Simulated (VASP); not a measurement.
Crystal: Al2H.

```
Al H
1.0
     4.41443    0.00000    0.00000
     0.00000    4.88058    0.00000
     0.00000    0.00000    2.93021
Al H
4 2
Direct
  0.25295 0.65875 0.00000
  0.74705 0.34125 0.00000
  0.24705 0.15875 0.50000
  0.75295 0.84125 0.50000
  0.00000 0.00000 0.00000
  0.50000 0.50000 0.50000
```

The cell was generated, and may not be a known phase.

| Item | Value |
| --- | --- |
| Program | VASP 6.6.1 |
| Task | relaxation of cell and atoms |
| Functional | PBE |
| Potentials or basis | VASP PAW PBE potentials, release 64 (Al, H) |
| Cutoff | 600 eV |
| k mesh | 4 × 4 × 6 |
| Occupations | gaussian, width 0.1 eV |
| Spin | no spin polarisation |

At the start: pressure 12.7 GPa; volume 10.52 Å³/atom.

Where does the relaxation end?

Over 18 steps the energy falls by 95.9 meV/atom and the volume is 12.04 Å³/atom (+14.4 %); space group Pnnm (No. 58, to 0.1 Å) before and after.

Step by step:
```
step  energy change (eV)  largest force (eV/Å)  pressure (GPa)  volume (Å³)
   1              0.0000                0.5208           12.68        63.13
   2             -0.3647                0.2929            1.02        71.05
   3             -0.3745                0.2615           -1.04        73.06
   4             -0.3747                0.2652           -0.78        72.79
   5             -0.4088                0.2160           -0.75        72.59
   6             -0.4851                0.0790           -0.71        71.92
   7             -0.4618                0.1741            2.37        70.29
   8             -0.5169                0.0754            0.27        71.19
   9             -0.5182                0.0540            0.03        71.33
  10             -0.5533                0.0476            0.86        71.11
  11             -0.4439                0.0937            2.70        70.31
  12             -0.5643                0.0492            1.19        70.99
  13             -0.5628                0.0541            1.51        70.87
  14             -0.5656                0.0500            1.32        70.94
  15             -0.5671                0.0355           -0.82        73.03
  16             -0.5731                0.0381            0.18        72.00
  17             -0.5752                0.0295           -0.25        72.29
  18             -0.5753                0.0306           -0.17        72.23
```

Final structure:
```cif
data_structure
_symmetry_space_group_name_H-M 'P 1'
_symmetry_Int_Tables_number 1
_cell_length_a 5.0476
_cell_length_b 5.1035
_cell_length_c 2.8041
_cell_angle_alpha 90.000
_cell_angle_beta 90.000
_cell_angle_gamma 90.000
_cell_volume 72.23
loop_
_atom_site_label
_atom_site_type_symbol
_atom_site_fract_x
_atom_site_fract_y
_atom_site_fract_z
_atom_site_occupancy
Al1 Al 0.22268 0.66285 0.00000 1
Al2 Al 0.77732 0.33715 0.00000 1
Al3 Al 0.27732 0.16285 0.50000 1
Al4 Al 0.72268 0.83715 0.50000 1
H1 H 0.00000 0.00000 0.00000 1
H2 H 0.50000 0.50000 0.50000 1
```
